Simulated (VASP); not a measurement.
Here is a VASP 6.6.1 calculation.

INCAR

```
SYSTEM = H6C2O
PREC = Accurate
ENCUT = 520
EDIFF = 1E-6
ISMEAR = -1
SIGMA = 0.05
LREAL = .FALSE.
LASPH = .TRUE.
NELM = 120
ALGO = Normal
ISIF = 2
LWAVE = .FALSE.
LCHARG = .TRUE.
GGA = PE
LELF = .TRUE.
LVHAR = .TRUE.
NBANDS = 49
GGA_COMPAT = .FALSE.
```

The input KPOINTS:

```
Automatic mesh
0
G
  1 1 1
  0 0 0
```

File POSCAR:

```
H6C2O
1.0
    6.9520530000      0.0000000000      0.0000000000
    0.0000000000      6.9520530000      0.0000000000
    0.0000000000      0.0000000000      6.9520530000
C H O
6 18 3
Direct
    0.0267690709      0.2999977129      0.8536471169
    0.1360605277      0.2225098111      1.0095003591
    0.5961836022      0.2324061684      0.3911937956
    0.5850933530      0.3295717107      0.2165259672
   -0.1584855582      0.8309919386      0.2244085308
   -0.0431239520      0.7645655176      0.0983162815
    0.1497111716      0.2309389759      0.6192846919
    0.0915125359      0.4884168748      0.9184193504
    0.2095064580      0.0333282845      0.9977484349
    0.0449219820      0.3121236274      1.1969557769
    0.4741477086      0.3209843193      0.5642218205
    0.6978945644      0.1041131303      0.4402584388
    0.3992058173      0.4098933078      0.3014936739
    0.6397966184      0.2670290344      0.0012082762
   -0.3150436281      0.8190530193      0.1557237840
   -0.2448053834      0.7123794942      0.4167114376
    0.0682676038      0.5350505815      0.0945188421
    0.1071338208      0.8447864250      0.1050481059
    0.0800482965      0.8881261406      0.7744331063
    0.2296443943      0.6327051879      0.8091710463
    0.6706795820      0.9800270510      0.8114725247
    0.8130835596      0.8287336129      0.6331367152
    0.2557086374      0.4744929304      0.6926299325
    0.3564558556      0.7709233517      0.6090718814
   -0.0029343850      0.9267765939      0.5634738400
    0.6262754326      0.8001233592      0.7712829577
    0.2966893377      0.6014482341      0.6170982874
```

Potentials or basis: VASP PAW PBE potentials, release 64 (C, H, O).

Command:

```bash
$ cat potpaw_PBE.64/C/POTCAR potpaw_PBE.64/H/POTCAR potpaw_PBE.64/O/POTCAR > POTCAR
$ mpirun -np 1 vasp_gam > vasp.out
```

**Question.** Predict the largest force.

**Answer.** 6.854 eV/Å.

**Question.** Estimate the pressure.

**Answer.** -14.4 GPa.

Forces on the atoms (eV/Å):
```
C    4.949  0.305  0.747
C   -2.162 -2.666 -0.863
C    0.632  0.243  0.786
C   -3.765 -0.755  1.597
C   -6.174 -1.737  2.417
C    6.293 -0.570  0.767
H   -1.238  0.655  2.298
H   -1.273 -0.941 -0.201
H   -1.339  4.132  0.477
H    1.813 -1.485 -2.617
H    2.299 -1.760 -2.726
H   -1.345  1.746 -0.503
H    3.120 -0.638 -3.048
H   -0.885  1.171  3.910
H    1.027  0.932  0.969
H    1.307  1.209 -2.081
H   -0.774  1.679 -0.680
H   -1.856 -1.158 -1.057
H   -1.438  0.847 -3.956
H    0.379  0.174 -2.319
H   -1.430 -5.028 -1.150
H    0.731  1.042  0.288
H    0.713  0.297 -1.369
H   -0.098 -3.557  1.125
O   -0.611 -1.885  4.724
O    2.072  5.421 -0.479
O   -0.947  2.331  2.943
```

Caveat: the k points lie up to 0.90 Å⁻¹ apart, too coarse for converged energies, forces and pressures.
